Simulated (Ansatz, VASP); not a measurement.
Al2Cu: VASP beside Ansatz

```
CELL_PARAMETERS angstrom
-3.05640 3.05640 2.36805
3.05640 -3.05640 2.36805
3.05640 3.05640 -2.36805
ATOMIC_POSITIONS crystal
Al 0.15872 0.65872 0.81744
Al 0.65872 0.84128 0.50000
Al 0.84128 0.34128 0.18256
Al 0.34128 0.15872 0.50000
Cu 0.75000 0.75000 0.00000
Cu 0.25000 0.25000 0.00000
```

Alike in both runs: task single point; functional PBE; k mesh 10 × 10 × 10; occupations gaussian, width 0.15 eV; no spin polarisation.

|  | VASP | Ansatz |
| --- | --- | --- |
| version | VASP 6.6.1 | Ansatz 0.2.0 |
| potentials or method | VASP PAW PBE potentials, release 64 (Al, Cu), cutoff 520 eV | scalar-relativistic, plane waves, PAW |
| valence electrons in the cell | 34 | 50 |

|  | VASP | Ansatz | Ansatz less VASP |
| --- | --- | --- | --- |
| gap on the k mesh at the Fermi level (eV) | none | none | - |
| pressure (GPa) | 1.4 | 1.3 | -0.17 |
| traceless stress, the component that is largest in VASP (GPa) | 3.91 | 3.90 | -0.010 |
| rms of the force components (eV/Å) | 0.058 | 0.057 | -0.0017 |

Atom by atom the forces differ by 0.002 eV/Å (rms over components). A gap of «none» marks a metal or a gap that the smearing closes. With one functional, cell and mesh, what is left measures potentials, basis and numerics. VASP's potentials hold 34 valence electrons a cell and Ansatz's 50, so a difference there can come from the potentials and not from the codes.
